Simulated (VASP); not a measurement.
# GaN (P6_3mc) in VASP: single point with LDA

Aim: the single point of GaN with LDA.

Program: VASP 6.6.1. These are calculated values, not measurements. Logs are shortened: lines on timing, memory, paths and dates and some standing lists are left out, and cuts for length are marked.

## (1) The cell of the first run

It takes space group P6_3mc (No. 186, hexagonal). The conventional cell has a = 3.180 Å, b = 3.180 Å, c = 5.166 Å, α = 90.00°, β = 90.00°, γ = 120.00°. Ga (site symmetry 3m) has 4 N at 1.94 to 1.95 Å within 2.6 Å. N (site symmetry 3m) has 4 Ga at 1.94 to 1.95 Å within 2.6 Å.

## (2) Single point, LDA

INCAR

```
SYSTEM = GaN
ALGO = Normal ; EDIFF = 1E-6
ENCUT = 520 ; GGA = CA
ISIF = 2 ; ISMEAR = 0
LASPH = .TRUE. ; LCHARG = .TRUE.
LELF = .TRUE. ; LREAL = .FALSE.
LVHAR = .TRUE. ; LWAVE = .FALSE.
NBANDS = 26 ; NELM = 100
PREC = Accurate ; SIGMA = 0.01
```

KPOINTS

```
k-points
0
G
  6 6 4
  0 0 0
```

POSCAR

```
GaN
1.0
    3.1800000000      0.0000000000      0.0000000000
   -1.5900000000      2.7539607840      0.0000000000
    0.0000000000      0.0000000000      5.1660000000
Ga N
2 2
Direct
    0.3333333333      0.6666666667      0.0000000000
    0.6666666667      0.3333333333      0.5000000000
    0.3333333333      0.6666666667      0.3750000000
    0.6666666667      0.3333333333      0.8750000000
```

Potentials or basis: VASP PAW LDA potentials, release 64 (Ga_d, N).

On the command line:

```console
> cat potpaw_LDA.64/Ga_d/POTCAR potpaw_LDA.64/N/POTCAR > POTCAR
> mpirun -np 1 vasp_std > vasp.out
```

OUTCAR:

```text
SYSTEM = GaN
   EDIFF = 1E-6
   ENCUT = 520
   GGA = CA
   ISIF = 2
   ISMEAR = 0
   LASPH = .TRUE.
   LREAL = .FALSE.
   NELM = 100
   PREC = Accurate

 ion  position               nearest neighbor table
   1  0.333  0.667  0.000-   3 1.94   4 1.95   4 1.95   4 1.95
   2  0.667  0.333  0.500-   4 1.94   3 1.95   3 1.95   3 1.95
   3  0.333  0.667  0.375-   1 1.94   2 1.95   2 1.95   2 1.95
   4  0.667  0.333  0.875-   2 1.94   1 1.95   1 1.95   1 1.95

  LATTYP: Found a hexagonal cell.
 ALAT       =     3.1800000000
 C/A-ratio  =     1.6245283019

  Lattice vectors:

 A1 = (   3.1800000000,   0.0000000000,   0.0000000000)
 A2 = (  -1.5900000000,   2.7539607840,   0.0000000000)
 A3 = (   0.0000000000,   0.0000000000,   5.1660000000)

Analysis of symmetry for initial positions (statically):
=====================================================================
 Subroutine PRICEL returns:
 Original cell was already a primitive cell.

 Routine SETGRP: Setting up the symmetry group for a
 hexagonal supercell.

 Subroutine GETGRP returns: Found 12 space group operations
 (whereof  6 operations were pure point group operations)
 out of a pool of 24 trial point group operations.

The static configuration has the point symmetry C_3v.
 The point group associated with its full space group is C_6v.

Analysis of symmetry for dynamics (positions and initial velocities):
=====================================================================
 Subroutine PRICEL returns:
 Original cell was already a primitive cell.

 Routine SETGRP: Setting up the symmetry group for a
 hexagonal supercell.

 Subroutine GETGRP returns: Found 12 space group operations
 (whereof  6 operations were pure point group operations)
 out of a pool of 24 trial point group operations.

The dynamic configuration has the point symmetry C_3v.
 The point group associated with its full space group is C_6v.

 Subroutine INISYM returns: Found 12 space group operations
 (whereof  6 operations are pure point group operations),
 and found     1 'primitive' translations

----------------------------------------------------------------------------------------

                                     Primitive cell

  volume of cell :      45.2417

  direct lattice vectors                    reciprocal lattice vectors
     3.180000000  0.000000000  0.000000000     0.314465409  0.181556688  0.000000000
    -1.590000000  2.753960784  0.000000000     0.000000000  0.363113377  0.000000000
     0.000000000  0.000000000  5.166000000     0.000000000  0.000000000  0.193573364

  length of vectors
     3.180000000  3.180000000  5.166000000     0.363113377  0.363113377  0.193573364

  position of ions in fractional coordinates (direct lattice)
     0.333333333  0.666666667  0.000000000
     0.666666667  0.333333333  0.500000000
     0.333333333  0.666666667  0.375000000
     0.666666667  0.333333333  0.875000000

  ion indices of the primitive-cell ions
   primitive index   ion index
                 1           1
                 2           2
                 3           3
                 4           4

----------------------------------------------------------------------------------------

 KPOINTS: k-points

Automatic generation of k-mesh.
 Grid dimensions read from file:
 generate k-points for:    6    6    4

 Generating k-lattice:

  Cartesian coordinates                     Fractional coordinates (reciprocal lattice)
     0.052410901  0.030259448  0.000000000     0.166666667  0.000000000  0.000000000
     0.000000000  0.060518896  0.000000000     0.000000000  0.166666667  0.000000000
     0.000000000  0.000000000  0.048393341     0.000000000  0.000000000  0.250000000

  Length of vectors
     0.060518896  0.060518896  0.048393341

  Shift w.r.t. Gamma in fractional coordinates (k-lattice)
     0.000000000  0.000000000  0.000000000

 Subroutine IBZKPT returns following result:
 ===========================================

 Found     21 irreducible k-points:

 Following reciprocal coordinates:
            Coordinates               Weight
  0.000000  0.000000  0.000000      1.000000
  0.166667  0.000000  0.000000      6.000000
  0.333333  0.000000  0.000000      6.000000
  0.500000  0.000000  0.000000      3.000000
  0.166667  0.166667  0.000000      6.000000
  0.333333  0.166667  0.000000     12.000000
[... 13 lines left out ...]
  0.333333  0.166667  0.500000     12.000000
  0.333333  0.333333  0.500000      2.000000
   k-points           NKPTS =     21   k-points in BZ     NKDIM =     21   number of bands    NBANDS=     26
   number of dos      NEDOS =    301   number of ions     NIONS =      4
   total plane-waves  NPLWV =  23040
   dimension x,y,z NGX =    24 NGY =   24 NGZ =   40
   dimension x,y,z NGXF=    48 NGYF=   48 NGZF=   80
   ions per type =               2   2
   NGX,Y,Z   is equivalent  to a cutoff of  12.55, 12.55, 12.87 a.u.
   NGXF,Y,Z  is equivalent  to a cutoff of  25.09, 25.09, 25.74 a.u.
 SYSTEM =  GaN
   PREC   = accura    normal or accurate (medium, high low for compatibility)
   ISTART =      0    job   : 0-new  1-cont  2-samecut
   ICHARG =      2    charge: 1-file 2-atom 10-const
   ISPIN  =      1    spin polarized calculation?
   LNONCOLLINEAR =      F non collinear calculations
   LSORBIT =      F    spin-orbit coupling
   LASPH  =      T    aspherical Exc in radial PAW
   ENCUT  =  520.0 eV  38.22 Ry    6.18 a.u.   5.91  5.91  9.61*2*pi/ulx,y,z
   NELM   =    100;   NELMIN=  2; NELMDL= -5     # of ELM steps
   EDIFF  = 0.1E-05   stopping-criterion for ELM
   LREAL  =      F    real-space projection
   EDIFFG = 0.1E-04   stopping-criterion for IOM
   NSW    =      0    number of steps for IOM
   IBRION =     -1    ionic relax: 0-MD 1-quasi-New 2-CG
   NFREE  =      0    steps in history (QN), initial steepest desc. (CG)
   ISIF   =      2    stress and relaxation
   ISYM   =      2    0-nonsym 1-usesym 2-fastsym
   POTIM  = 0.5000    time-step for ionic-motion
   TEBEG  =    0.0;   TEEND  =   0.0 temperature during run
   PSTRESS=    0.0 pullay stress
   NELECT =      36.0000    total number of electrons
   NUPDOWN=      -1.0000    fix difference up-down
   EMIN   =  10.00;   EMAX   =-10.00  energy-range for DOS
   EFERMI =   0.00;   METHOD = LEGACY
   ISMEAR =     0;   SIGMA  =   0.01  broadening in eV -4-tet -1-fermi 0-gaus
   EFERMI_NEDOS =   21; number of points for ismear=-14 and -15
   IALGO  =     38    algorithm
   IMIX   =      4    mixing-type and parameters
     AMIX     =   0.40;   BMIX     =  1.00
     AMIX_MAG =   1.60;   BMIX_MAG =  1.00
  volume/ion in A,a.u.               =      11.31        76.33
  Fermi-wavevector in a.u.,A,eV,Ry     =   1.517036  2.866782 31.312427  2.301398
  Thomas-Fermi vector in A             =   2.626345
   LORBIT       =      0    0 simple, 1 ext, 2 COOP (PROOUT), +10 PAW based schemes
   GGA     = CA    functional components
   LHFCALC =     F    Hartree Fock is set to
   AEXX    =    0.0000 exact exchange contribution
   IVDW    =     0    specifies the selected vdW correction
   LEPSILON=     F    determine dielectric tensor
   LRPA    =     F    only Hartree local field effects (RPA)
 non-spin polarized calculation
 Gauss-broadening in eV      SIGMA  =   0.01
  energy-cutoff  :      520.00
  volume of cell :       45.24
 maximum number of plane-waves:      1236
 NGX is ok and might be reduce to    24
   NGX = 11   NGY = 11   NGZ = 19

 number of electron      35.9999999 magnetization

 Free energy of the ion-electron system (eV)
  ---------------------------------------------------
  ext. energy  EPLUGINS =         0.00000000
  ---------------------------------------------------
  free energy    TOTEN  =       -27.89642971 eV

  energy without entropy =      -27.89642971  energy(sigma->0) =      -27.89642971

 E-fermi :   5.2763     XC(G=0): -12.1736

 val. band max:        5.1859644760   @ k =   0.0000   0.0000   0.0000
 cond. band min:       7.1732466887   @ k =   0.0000   0.0000   0.0000
 fundamental gap:      1.9872822127
 Fermi energy:         5.2762820362

 k-point     1 :       0.0000    0.0000    0.0000
  band No.  band energies     occupation
      1     -10.7558      2.00000
      2      -9.8504      2.00000
      3      -8.3869      2.00000
      4      -8.3647      2.00000
      5      -8.3647      2.00000
      6      -8.3008      2.00000
[... 18 lines left out ...]
     25      16.7754      0.00000
     26      16.7754      0.00000

 k-point     2 :       0.1667    0.0000    0.0000
  band No.  band energies     occupation
      1     -10.4948      2.00000
      2      -9.7944      2.00000
      3      -8.3527      2.00000
      4      -8.3300      2.00000
      5      -8.2872      2.00000
      6      -8.2500      2.00000
[... 18 lines left out ...]
     25      16.4820      0.00000
     26      17.2865      0.00000

 k-point     3 :       0.3333    0.0000    0.0000
  band No.  band energies     occupation
      1     -10.0320      2.00000
      2      -9.7222      2.00000
      3      -8.3143      2.00000
      4      -8.2946      2.00000
      5      -8.2163      2.00000
      6      -8.1499      2.00000
[... 18 lines left out ...]
     25      16.6869      0.00000
     26      18.2636      0.00000

 k-point     4 :       0.5000    0.0000    0.0000
  band No.  band energies     occupation
      1      -9.8660      2.00000
      2      -9.7029      2.00000
      3      -8.3181      2.00000
      4      -8.2931      2.00000
      5      -8.1985      2.00000
      6      -8.1510      2.00000
[... 18 lines left out ...]
     25      17.5000      0.00000
     26      18.4432      0.00000
[... 409 lines left out ...]
      1      -9.8421      2.00000
      2      -9.8421      2.00000
      3      -8.2815      2.00000
      4      -8.2815      2.00000
      5      -8.2532      2.00000
      6      -8.2532      2.00000
[... 18 lines left out ...]
     25      16.8087      0.00000
     26      16.8087      0.00000

 k-point    20 :       0.3333    0.1667    0.5000
  band No.  band energies     occupation
      1      -9.7237      2.00000
      2      -9.7237      2.00000
      3      -8.2857      2.00000
      4      -8.2857      2.00000
      5      -8.2117      2.00000
      6      -8.2117      2.00000
[... 18 lines left out ...]
     25      17.4946      0.00000
     26      17.4946      0.00000

 k-point    21 :       0.3333    0.3333    0.5000
  band No.  band energies     occupation
      1      -9.6910      2.00000
      2      -9.6910      2.00000
      3      -8.2476      2.00000
      4      -8.2476      2.00000
      5      -8.2285      2.00000
      6      -8.2285      2.00000
[... 18 lines left out ...]
     25      19.0550      0.00000
     26      19.0667      0.00000

------------------------ aborting loop because EDIFF is reached ----------------------------------------

  FORCE on cell =-STRESS in cart. coord.  units (eV):
  Direction    XX          YY          ZZ          XY          YZ          ZX
  --------------------------------------------------------------------------------------
  -------------------------------------------------------------------------------------
  Total       -1.1760872     -1.1760872     -0.5796399      0.0000000     -0.0000000     -0.0000000
  in kB      -41.6495993    -41.6495993    -20.5271940      0.0000000     -0.0000000     -0.0000000
  external PRESSURE =     -34.6087975 kB  Pullay stress =       0.0000000 kB

 VOLUME and BASIS-vectors are now :
 -----------------------------------------------------------------------------
  energy-cutoff  :      520.00
  volume of cell :       45.24
      direct lattice vectors                 reciprocal lattice vectors
     3.180000000  0.000000000  0.000000000     0.314465409  0.181556688  0.000000000
    -1.590000000  2.753960784  0.000000000     0.000000000  0.363113377  0.000000000
     0.000000000  0.000000000  5.166000000     0.000000000  0.000000000  0.193573364

 POSITION                                       TOTAL-FORCE (eV/Angst)
 -----------------------------------------------------------------------------------
     -0.00000      1.83597      0.00000         0.000000     -0.000000     -0.127865
      1.59000      0.91799      2.58300        -0.000000      0.000000     -0.127865
     -0.00000      1.83597      1.93725        -0.000000      0.000000      0.127865
      1.59000      0.91799      4.52025         0.000000     -0.000000      0.127865
 -----------------------------------------------------------------------------------
    total drift:                               -0.000001     -0.000001      0.000482

  FREE ENERGIE OF THE ION-ELECTRON SYSTEM (eV)
  ---------------------------------------------------
  free  energy   TOTEN  =       -27.8964297145 eV

  energy  without entropy=      -27.8964297145  energy(sigma->0) =      -27.89642971
```

Wall time 15 s (1 thread of Intel Xeon Platinum 8488C (Sapphire Rapids), shared host); peak memory 0.15 GiB.

What came out:

```
Free energy            : -27.8964 eV
Pressure               : -3.5 GPa
Largest force          : 0.128 eV/Å
Band gap on the k mesh : 1.99 eV, direct
```

Forces in eV/Å, atoms in the order of the input:
```
Ga   0.000  0.000 -0.128
Ga   0.000  0.000 -0.128
N    0.000  0.000  0.128
N    0.000  0.000  0.128
```
